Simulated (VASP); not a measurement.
## CdTe: single point with PBE

CdTe:

```
Cd Te
1.0
     3.08104    0.00000    0.00000
     0.00000    3.08104    0.00000
     0.00000    0.00000    6.37954
Cd Te
1 1
Cartesian
  1.5405 1.5405 0.0000
  1.5405 1.5405 3.1898
```

```json
{
  "Program": "VASP 6.6.1",
  "Task": "single point",
  "Functional": "PBE",
  "Potentials or basis": "VASP PAW PBE potentials, release 64 (Cd, Te)",
  "Cutoff": "500 eV",
  "k mesh": "5 × 5 × 4",
  "Occupations": "gaussian, width 0.2 eV",
  "Spin": "no spin polarisation"
}
```

```json
{
  "Pressure": "0.4 GPa",
  "Band gap on the k mesh": "zero (band 9 reaches 6.53 eV, above the bottom of band 10 at 3.52 eV)"
}
```

Stress tensor (GPa, compression positive):
```
0.29 0.00 0.00
0.00 0.29 0.00
0.00 0.00 0.54
```

Levels at points of the mesh, in eV from the Fermi level:
```
           k point  band 5  band 6  band 7  band 8  band 9  band 10  band 11  band 12  band 13  band 14
(0.00, 0.00, 0.00)   -8.13   -7.99   -4.89   -4.37    2.69     2.69     5.17     7.33     8.38     9.16
(0.00, 0.00, 0.50)   -8.13   -7.99   -6.35   -0.97    1.15     2.74     2.74     7.33     8.43    10.12
```

It took 6.4 s on 1 thread of Intel(R) Xeon(R) 6975P-C (Granite Rapids), with other jobs on the host, peak memory 0.17 GiB.

Caveat: the k points lie up to 0.41 Å⁻¹ apart; spin-orbit coupling is left out, which moves the levels of the heavy elements.
